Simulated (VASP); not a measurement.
Mg9O8 (a cell with a defect), 17 atoms in the cell. The cell holds a defect, 17 atoms: a = 6.034 Å, b = 6.034 Å, c = 6.034 Å, α = 60.00°, β = 60.00°, γ = 60.00°. 

| Item | Value |
| --- | --- |
| Program | VASP 6.6.1 |
| Task | single point |
| Functional | PBEsol |
| Potentials or basis | VASP PAW PBE potentials, release 64 (Mg, O) |
| Cutoff | 520 eV |
| k mesh | 2 × 2 × 2 |
| Occupations | gaussian, width 0.05 eV |
| Spin | no spin polarisation |
| Dipole correction | no |
| Further INCAR settings | LREAL = Auto; ALGO = Normal; EDIFF = 1e-06; NBANDS = 47 |

Potentials or basis: VASP PAW PBE potentials, release 64 (Mg, O).

Command:

```console
$ cat potpaw_PBE.64/Mg/POTCAR potpaw_PBE.64/O/POTCAR > POTCAR
$ mpirun -np 1 vasp_std > vasp.out
```

Hardware: 1 thread of Intel(R) Xeon(R) 6975P-C (Granite Rapids), with other jobs on the host.

Q: Estimate the wall time of this run.

A: It took 86 s on 1 thread of Intel(R) Xeon(R) 6975P-C (Granite Rapids), on a shared host, peak memory 0.33 GiB. Counts: scf iterations 15, k points 8.
